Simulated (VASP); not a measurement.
# Be (Im-3m) in VASP: single point with r2SCAN

Aim: the single point of Be with r2SCAN.

All numbers are computed with VASP 6.6.1; they aren't measurements. Logs are shortened: lines on timing, memory, paths and dates and some standing lists are left out, and cuts for length are marked.

## Step 1: The cell of the first run

The structure is cubic, space group Im-3m (No. 229). Conventional cell: a = 2.500 Å, b = 2.500 Å, c = 2.500 Å, α = 90.00°, β = 90.00°, γ = 90.00°. Within 2.9 Å of Be (site symmetry m-3m) lie 14 Be at 2.17 to 2.50 Å.

This isn't the form of Be at room conditions, which is hcp.

## Step 2: Single point, r2SCAN

POSCAR reads:

```
Be
1.0
   -1.2502324315      1.2502324315      1.2502324315
    1.2502324315     -1.2502324315      1.2502324315
    1.2502324315      1.2502324315     -1.2502324315
Be
1
Direct
    0.0000000000      0.0000000000      0.0000000000
```

INCAR.step1 reads:

```
  PREC = Accurate
  ENCUT = 520
  ISMEAR = 0
  SIGMA = 0.05
  LREAL = F
  LASPH = T
  NELM = 100
  NBANDS = 7
  GGA = PE
  ALGO = Normal
  EDIFF = 1E-4
  LWAVE = T
  LCHARG = F
```

INCAR.step2 reads:

```
  PREC = Accurate
  ENCUT = 520
  EDIFF = 1E-6
  ISMEAR = 0
  SIGMA = 0.05
  LREAL = F
  LASPH = T
  NELM = 100
  ALGO = Normal
  ISIF = 2
  LWAVE = F
  LCHARG = F
  METAGGA = R2SCAN
  LMIXTAU = T
  NBANDS = 7
  ISTART = 1
```

KPOINTS reads:

```
Automatic mesh
0
Gamma
  24 24 24
```

Potentials or basis: VASP PAW PBE potentials, release 64 (Be).

The run is started by

```sh
$ cat potpaw_PBE.64/Be/POTCAR > POTCAR
$ cp INCAR.step1 INCAR
$ mpirun -np 1 vasp_std > vasp.out
$ cp INCAR.step2 INCAR
$ mpirun -np 1 vasp_std > vasp.out
```

OUTCAR:

```text
PREC = Accurate
   ENCUT = 520
   EDIFF = 1E-6
   ISMEAR = 0
   LREAL = F
   LASPH = T
   NELM = 100
   ISIF = 2
   METAGGA = R2SCAN
   ISTART = 1

 ion  position               nearest neighbor table
   1  0.000  0.000  0.000-

  LATTYP: Found a body centered cubic cell.
 ALAT       =     2.5004648630

  Lattice vectors:

 A1 = (  -1.2502324315,   1.2502324315,   1.2502324315)
 A2 = (   1.2502324315,  -1.2502324315,   1.2502324315)
 A3 = (   1.2502324315,   1.2502324315,  -1.2502324315)

Analysis of symmetry for initial positions (statically):
=====================================================================
 Subroutine PRICEL returns:
 Original cell was already a primitive cell.

 Routine SETGRP: Setting up the symmetry group for a
 body centered cubic supercell.

 Subroutine GETGRP returns: Found 48 space group operations
 (whereof 48 operations were pure point group operations)
 out of a pool of 48 trial point group operations.

The static configuration has the point symmetry O_h .

Analysis of symmetry for dynamics (positions and initial velocities):
=====================================================================
 Subroutine PRICEL returns:
 Original cell was already a primitive cell.

 Routine SETGRP: Setting up the symmetry group for a
 body centered cubic supercell.

 Subroutine GETGRP returns: Found 48 space group operations
 (whereof 48 operations were pure point group operations)
 out of a pool of 48 trial point group operations.

The dynamic configuration has the point symmetry O_h .

 Subroutine INISYM returns: Found 48 space group operations
 (whereof 48 operations are pure point group operations),
 and found     1 'primitive' translations

----------------------------------------------------------------------------------------

                                     Primitive cell

  volume of cell :       7.8169

  direct lattice vectors                    reciprocal lattice vectors
    -1.250232431  1.250232431  1.250232431     0.000000000  0.399925636  0.399925636
     1.250232431 -1.250232431  1.250232431     0.399925636  0.000000000  0.399925636
     1.250232431  1.250232431 -1.250232431     0.399925636  0.399925636  0.000000000

  length of vectors
     2.165466093  2.165466093  2.165466093     0.565580258  0.565580258  0.565580258

[... 77 lines left out ...]
   NELM   =    100;   NELMIN=  2; NELMDL=  0     # of ELM steps
   EDIFF  = 0.1E-05   stopping-criterion for ELM
   LREAL  =      F    real-space projection
   EDIFFG = 0.1E-04   stopping-criterion for IOM
   NSW    =      0    number of steps for IOM
   IBRION =     -1    ionic relax: 0-MD 1-quasi-New 2-CG
   NFREE  =      0    steps in history (QN), initial steepest desc. (CG)
   ISIF   =      2    stress and relaxation
   ISYM   =      2    0-nonsym 1-usesym 2-fastsym
   POTIM  = 0.5000    time-step for ionic-motion
   TEBEG  =    0.0;   TEEND  =   0.0 temperature during run
   PSTRESS=    0.0 pullay stress
   NELECT =       2.0000    total number of electrons
   NUPDOWN=      -1.0000    fix difference up-down
   EMIN   =  10.00;   EMAX   =-10.00  energy-range for DOS
   EFERMI =   0.00;   METHOD = LEGACY
   ISMEAR =     0;   SIGMA  =   0.05  broadening in eV -4-tet -1-fermi 0-gaus
   EFERMI_NEDOS =   21; number of points for ismear=-14 and -15
   IALGO  =     38    algorithm
   IMIX   =      4    mixing-type and parameters
     AMIX     =   0.40;   BMIX     =  1.00
     AMIX_MAG =   1.60;   BMIX_MAG =  1.00
  volume/ion in A,a.u.               =       7.82        52.75
  Fermi-wavevector in a.u.,A,eV,Ry     =   1.039300  1.963991 14.696245  1.080144
  Thomas-Fermi vector in A             =   2.173823
   LORBIT       =      0    0 simple, 1 ext, 2 COOP (PROOUT), +10 PAW based schemes
   METAGGA = R2SCAN    functional components
   LHFCALC =     F    Hartree Fock is set to
   AEXX    =    0.0000 exact exchange contribution
   IVDW    =     0    specifies the selected vdW correction
   LEPSILON=     F    determine dielectric tensor
   LRPA    =     F    only Hartree local field effects (RPA)
 non-spin polarized calculation
 Gauss-broadening in eV      SIGMA  =   0.05
  energy-cutoff  :      520.00
  volume of cell :        7.82
 maximum number of plane-waves:       236
   NGX =  7   NGY =  7   NGZ =  7

 number of electron       2.0000000 magnetization

 Free energy of the ion-electron system (eV)
  ---------------------------------------------------
  ext. energy  EPLUGINS =         0.00000000
  ---------------------------------------------------
  free energy    TOTEN  =        -4.24146356 eV

  energy without entropy =       -4.24118377  energy(sigma->0) =       -4.24132366

 E-fermi :   8.2421     XC(G=0): -11.2961

 val. band max:        8.2203990112   @ k =  -0.3750  -0.4167   0.1667
 cond. band min:       8.2468614506   @ k =   0.3333   0.2500   0.0417
 fundamental gap:      0.0264624394
 Fermi energy:         8.2421462978

 k-point     1 :       0.0000    0.0000    0.0000
  band No.  band energies     occupation
      1      -5.0756      2.00000
      2      29.2691      0.00000
      3      29.2691      0.00000
      4      29.2691      0.00000
      5      40.4647      0.00000
      6      40.4647      0.00000
      7      40.4647      0.00000
[... 221 lines left out ...]
 k-point    24 :       0.4583    0.0417    0.0000
  band No.  band energies     occupation
      1       2.5027      2.00000
      2       8.5887      0.00000
      3      21.3349      0.00000
      4      24.2576      0.00000
      5      30.3823      0.00000
      6      36.0813      0.00000
      7      46.5626      0.00000

 [... further k-points ...]

------------------------ aborting loop because EDIFF is reached ----------------------------------------

  FORCE on cell =-STRESS in cart. coord.  units (eV):
  Direction    XX          YY          ZZ          XY          YZ          ZX
  --------------------------------------------------------------------------------------
  -------------------------------------------------------------------------------------
  Total        0.0086897      0.0086897      0.0086897      0.0000000      0.0000000     -0.0000000
  in kB        1.7810846      1.7810846      1.7810846      0.0000000      0.0000000     -0.0000000
  external PRESSURE =       1.7810846 kB  Pullay stress =       0.0000000 kB

 VOLUME and BASIS-vectors are now :
 -----------------------------------------------------------------------------
  energy-cutoff  :      520.00
  volume of cell :        7.82
      direct lattice vectors                 reciprocal lattice vectors
    -1.250232431  1.250232431  1.250232431     0.000000000  0.399925636  0.399925636
     1.250232431 -1.250232431  1.250232431     0.399925636  0.000000000  0.399925636
     1.250232431  1.250232431 -1.250232431     0.399925636  0.399925636  0.000000000

 POSITION                                       TOTAL-FORCE (eV/Angst)
 -----------------------------------------------------------------------------------
      0.00000      0.00000      0.00000         0.000000     -0.000000     -0.000000
 -----------------------------------------------------------------------------------
    total drift:                               -0.000000     -0.000000      0.000000

  FREE ENERGIE OF THE ION-ELECTRON SYSTEM (eV)
  ---------------------------------------------------
  free  energy   TOTEN  =        -4.2414635554 eV

  energy  without entropy=       -4.2411837651  energy(sigma->0) =       -4.24132366
```

Wall time 41 s (1 thread of Intel Xeon 8259CL, shared host); peak memory 0.13 GiB.

What came out:

- Free energy: -4.2415 eV
- Pressure: 0.2 GPa
- Band gap on the k mesh: zero (bands 1 and 2 overlap by 5.85 eV)

Caveat: the PAW data sets were made with another functional, which shifts forces and pressure a little.
